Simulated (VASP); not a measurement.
# Ag (Fm-3m) in VASP: further runs, part 2 of 2

VASP 6.6.1. The steps go on from the part before.

### 3 Single point, PBEsol

Contents of INCAR:

```
SYSTEM = Ag
PREC = Accurate
ENCUT = 520
EDIFF = 1E-6
ISMEAR = -1
SIGMA = 0.1
LREAL = .FALSE.
LASPH = .TRUE.
NELM = 60
ALGO = Normal
ISIF = 2
LWAVE = .FALSE.
LCHARG = .FALSE.
GGA = PS
NBANDS = 12
```

Contents of KPOINTS:

```
Automatic mesh
0
G
  16 16 16
  0 0 0
```

Contents of POSCAR:

```
Ag
1.0
    0.0000000000      2.0271489574      2.0271489574
    2.0271489574      0.0000000000      2.0271489574
    2.0271489574      2.0271489574      0.0000000000
Ag
1
Direct
    0.0000000000      0.0000000000      0.0000000000
```

Potentials or basis: VASP PAW PBE potentials, release 64 (Ag).

Started as:

```bash
$ cat potpaw_PBE.64/Ag/POTCAR > POTCAR
$ mpirun -np 1 vasp_std > vasp.out
```

OUTCAR:

```text
SYSTEM = Ag
   PREC = Accurate
   ENCUT = 520
   EDIFF = 1E-6
   ISMEAR = -1
   LREAL = .FALSE.
   LASPH = .TRUE.
   NELM = 60
   ISIF = 2
   GGA = PS

 ion  position               nearest neighbor table
   1  0.000  0.000  0.000-

  LATTYP: Found a face centered cubic cell.
 ALAT       =     4.0542979148

  Lattice vectors:

 A1 = (   0.0000000000,   2.0271489574,   2.0271489574)
 A2 = (   2.0271489574,   0.0000000000,   2.0271489574)
 A3 = (   2.0271489574,   2.0271489574,   0.0000000000)

Analysis of symmetry for initial positions (statically):
=====================================================================
 Subroutine PRICEL returns:
 Original cell was already a primitive cell.

 Routine SETGRP: Setting up the symmetry group for a
 face centered cubic supercell.

 Subroutine GETGRP returns: Found 48 space group operations
 (whereof 48 operations were pure point group operations)
 out of a pool of 48 trial point group operations.

The static configuration has the point symmetry O_h .

Analysis of symmetry for dynamics (positions and initial velocities):
=====================================================================
 Subroutine PRICEL returns:
 Original cell was already a primitive cell.

 Routine SETGRP: Setting up the symmetry group for a
 face centered cubic supercell.

 Subroutine GETGRP returns: Found 48 space group operations
 (whereof 48 operations were pure point group operations)
 out of a pool of 48 trial point group operations.

The dynamic configuration has the point symmetry O_h .

 Subroutine INISYM returns: Found 48 space group operations
 (whereof 48 operations are pure point group operations),
 and found     1 'primitive' translations

----------------------------------------------------------------------------------------

                                     Primitive cell

  volume of cell :      16.6605

  direct lattice vectors                    reciprocal lattice vectors
     0.000000000  2.027148957  2.027148957    -0.246651830  0.246651830  0.246651830
     2.027148957  0.000000000  2.027148957     0.246651830 -0.246651830  0.246651830
     2.027148957  2.027148957  0.000000000     0.246651830  0.246651830 -0.246651830

  length of vectors
     2.866821549  2.866821549  2.866821549     0.427213501  0.427213501  0.427213501

  position of ions in fractional coordinates (direct lattice)
     0.000000000  0.000000000  0.000000000

  ion indices of the primitive-cell ions
   primitive index   ion index
                 1           1

----------------------------------------------------------------------------------------

 KPOINTS: Automatic mesh

Automatic generation of k-mesh.
 Grid dimensions read from file:
 generate k-points for:   16   16   16

 Generating k-lattice:

  Cartesian coordinates                     Fractional coordinates (reciprocal lattice)
    -0.015415739  0.015415739  0.015415739     0.062500000  0.000000000  0.000000000
     0.015415739 -0.015415739  0.015415739     0.000000000  0.062500000  0.000000000
     0.015415739  0.015415739 -0.015415739     0.000000000  0.000000000  0.062500000

  Length of vectors
     0.026700844  0.026700844  0.026700844

  Shift w.r.t. Gamma in fractional coordinates (k-lattice)
     0.000000000  0.000000000  0.000000000

 Subroutine IBZKPT returns following result:
 ===========================================

 Found    145 irreducible k-points:

 Following reciprocal coordinates:
            Coordinates               Weight
  0.000000  0.000000  0.000000      1.000000
  0.062500  0.000000  0.000000      8.000000
  0.125000  0.000000  0.000000      8.000000
  0.187500  0.000000  0.000000      8.000000
  0.250000  0.000000  0.000000      8.000000
  0.312500  0.000000  0.000000      8.000000
[... 16 lines left out ...]
 -0.125000  0.062500  0.000000     24.000000
 -0.062500  0.062500  0.000000     12.000000
 [... further k-points ...]
   k-points           NKPTS =    145   k-points in BZ     NKDIM =    145   number of bands    NBANDS=     12
   number of dos      NEDOS =    301   number of ions     NIONS =      1
   total plane-waves  NPLWV =  13824
   dimension x,y,z NGX =    24 NGY =   24 NGZ =   24
   dimension x,y,z NGXF=    48 NGYF=   48 NGZF=   48
   ions per type =               1
   NGX,Y,Z   is equivalent  to a cutoff of  13.92, 13.92, 13.92 a.u.
   NGXF,Y,Z  is equivalent  to a cutoff of  27.84, 27.84, 27.84 a.u.
 SYSTEM =  Ag
   PREC   = accura    normal or accurate (medium, high low for compatibility)
   ISTART =      0    job   : 0-new  1-cont  2-samecut
   ICHARG =      2    charge: 1-file 2-atom 10-const
   ISPIN  =      1    spin polarized calculation?
   LNONCOLLINEAR =      F non collinear calculations
   LSORBIT =      F    spin-orbit coupling
   LASPH  =      T    aspherical Exc in radial PAW
   ENCUT  =  520.0 eV  38.22 Ry    6.18 a.u.   5.33  5.33  5.33*2*pi/ulx,y,z
   NELM   =     60;   NELMIN=  2; NELMDL= -5     # of ELM steps
   EDIFF  = 0.1E-05   stopping-criterion for ELM
   LREAL  =      F    real-space projection
   EDIFFG = 0.1E-04   stopping-criterion for IOM
   NSW    =      0    number of steps for IOM
   IBRION =     -1    ionic relax: 0-MD 1-quasi-New 2-CG
   NFREE  =      0    steps in history (QN), initial steepest desc. (CG)
   ISIF   =      2    stress and relaxation
   ISYM   =      2    0-nonsym 1-usesym 2-fastsym
   POTIM  = 0.5000    time-step for ionic-motion
   TEBEG  =    0.0;   TEEND  =   0.0 temperature during run
   PSTRESS=    0.0 pullay stress
   NELECT =      11.0000    total number of electrons
   NUPDOWN=      -1.0000    fix difference up-down
   EMIN   =  10.00;   EMAX   =-10.00  energy-range for DOS
   EFERMI =   0.00;   METHOD = LEGACY
   ISMEAR =    -1;   SIGMA  =   0.10  broadening in eV -4-tet -1-fermi 0-gaus
   EFERMI_NEDOS =   21; number of points for ismear=-14 and -15
   IALGO  =     38    algorithm
   IMIX   =      4    mixing-type and parameters
     AMIX     =   0.40;   BMIX     =  1.00
     AMIX_MAG =   1.60;   BMIX_MAG =  1.00
  volume/ion in A,a.u.               =      16.66       112.43
  Fermi-wavevector in a.u.,A,eV,Ry     =   1.425531  2.693863 27.648933  2.032139
  Thomas-Fermi vector in A             =   2.545905
   LORBIT       =      0    0 simple, 1 ext, 2 COOP (PROOUT), +10 PAW based schemes
   GGA     = PS    functional components
   LHFCALC =     F    Hartree Fock is set to
   AEXX    =    0.0000 exact exchange contribution
   IVDW    =     0    specifies the selected vdW correction
   LEPSILON=     F    determine dielectric tensor
   LRPA    =     F    only Hartree local field effects (RPA)
 non-spin polarized calculation
  energy-cutoff  :      520.00
  volume of cell :       16.66
 maximum number of plane-waves:       464
 NGX is ok and might be reduce to    24
   NGX = 11   NGY = 11   NGZ = 11

 number of electron      11.0000001 magnetization

 Free energy of the ion-electron system (eV)
  ---------------------------------------------------
  ext. energy  EPLUGINS =         0.00000000
  ---------------------------------------------------
  free energy    TOTEN  =        -3.31453337 eV

  energy without entropy =       -3.30640081  energy(sigma->0) =       -3.31046709

 E-fermi :   8.5064     XC(G=0): -12.5508

 val. band max:        8.5010489932   @ k =   0.5000   0.1875   0.0625
 cond. band min:       8.5081160146   @ k =   0.4375   0.3750   0.0000
 fundamental gap:      0.0070670213
 Fermi energy:         8.5063517623

 k-point     1 :       0.0000    0.0000    0.0000
  band No.  band energies     occupation
      1       0.5536      2.00000
      2       3.7010      2.00000
      3       3.7010      2.00000
      4       3.7010      2.00000
      5       4.7916      2.00000
      6       4.7916      2.00000
      7      24.5905      0.00000
      8      28.3004      0.00000
      9      28.3004      0.00000
     10      28.3004      0.00000
     11      33.1788      0.00000
     12      34.4589      0.00000

 k-point     2 :       0.0625    0.0000    0.0000
  band No.  band energies     occupation
      1       0.6782      2.00000
      2       3.6708      2.00000
      3       3.7364      2.00000
      4       3.7364      2.00000
      5       4.7778      2.00000
      6       4.7778      2.00000
      7      24.6246      0.00000
      8      27.2779      0.00000
      9      28.3614      0.00000
     10      28.3614      0.00000
     11      33.2775      0.00000
     12      34.2908      0.00000
[... 316 lines left out ...]
 k-point    24 :      -0.0625    0.0625    0.0000
  band No.  band energies     occupation
      1       0.8810      2.00000
      2       3.6093      2.00000
      3       3.7850      2.00000
      4       3.8143      2.00000
      5       4.7074      2.00000
      6       4.8126      2.00000
      7      24.6216      0.00000
      8      26.3108      0.00000
      9      27.7190      0.00000
     10      28.9114      0.00000
     11      32.4411      0.00000
     12      34.3871      0.00000

 [... further k-points ...]
[... 5 lines left out ...]
  --------------------------------------------------------------------------------------
  -------------------------------------------------------------------------------------
  Total       -0.0234877     -0.0234877     -0.0234877      0.0000000      0.0000000     -0.0000000
  in kB       -2.2587324     -2.2587324     -2.2587324      0.0000000      0.0000000     -0.0000000
  external PRESSURE =      -2.2587324 kB  Pullay stress =       0.0000000 kB

 VOLUME and BASIS-vectors are now :
 -----------------------------------------------------------------------------
  energy-cutoff  :      520.00
  volume of cell :       16.66
      direct lattice vectors                 reciprocal lattice vectors
     0.000000000  2.027148957  2.027148957    -0.246651830  0.246651830  0.246651830
     2.027148957  0.000000000  2.027148957     0.246651830 -0.246651830  0.246651830
     2.027148957  2.027148957  0.000000000     0.246651830  0.246651830 -0.246651830

 POSITION                                       TOTAL-FORCE (eV/Angst)
 -----------------------------------------------------------------------------------
      0.00000      0.00000      0.00000        -0.000000     -0.000000      0.000000
 -----------------------------------------------------------------------------------
    total drift:                               -0.000000      0.000000      0.000000

  FREE ENERGIE OF THE ION-ELECTRON SYSTEM (eV)
  ---------------------------------------------------
  free  energy   TOTEN  =        -3.3145333680 eV

  energy  without entropy=       -3.3064008078  energy(sigma->0) =       -3.31046709
```

OSZICAR:

```text
N       E                     dE             d eps       ncg     rms          rms(c)
DAV:   1     0.525189043324E+02    0.52519E+02   -0.55126E+03  3520   0.832E+02
DAV:   2    -0.281361828764E+01   -0.55333E+02   -0.52767E+02  4048   0.197E+02
DAV:   3    -0.367063871837E+01   -0.85702E+00   -0.85649E+00  4112   0.256E+01
DAV:   4    -0.367324386467E+01   -0.26051E-02   -0.26051E-02  3956   0.148E+00
DAV:   5    -0.367326383107E+01   -0.19966E-04   -0.19967E-04  4172   0.116E-01    0.590E+00
DAV:   6    -0.332965146796E+01    0.34361E+00   -0.13693E+00  3788   0.104E+01    0.350E+00
DAV:   7    -0.331876703651E+01    0.10884E-01   -0.12257E-02  4020   0.103E+00    0.198E+00
DAV:   8    -0.331452439743E+01    0.42426E-02   -0.76397E-04  4000   0.193E-01    0.108E-01
DAV:   9    -0.331453179555E+01   -0.73981E-05   -0.96114E-06  4056   0.224E-02    0.206E-02
DAV:  10    -0.331453361520E+01   -0.18197E-05   -0.23666E-06  4080   0.124E-02    0.505E-03
DAV:  11    -0.331453336797E+01    0.24723E-06   -0.80058E-08  2116   0.235E-03
   1 F= -.33145334E+01 E0= -.33104671E+01  d E =-.813256E-02
```

stdout:

```text
POSCAR found type information on POSCAR Ag
 POSCAR found :  1 types and       1 ions
 scaLAPACK will be used
 -----------------------------------------------------------------------------
|                                                                             |
|                                                                             |
|     You enforced a specific xc type in the INCAR file but a different       |
|     I HOPE YOU KNOW WHAT YOU ARE DOING!                                     |
|                                                                             |
 -----------------------------------------------------------------------------

 LDA part: xc-table for (Slater+PW92), standard interpolation
 POSCAR, INCAR and KPOINTS ok, starting setup
 FFT: planning ... GRIDC
 FFT: planning ... GRID_SOFT
 FFT: planning ... GRID
 WAVECAR not read
 entering main loop
```

Wall time 16 s (1 thread of AMD EPYC 9R45 (Zen 5), shared host); peak memory 0.13 GiB.

Results:

```yaml
Free_energy: -3.3145 eV
Pressure: -0.2 GPa
```

Caveat: the PAW data sets were made with another functional, which shifts forces and pressure a little.
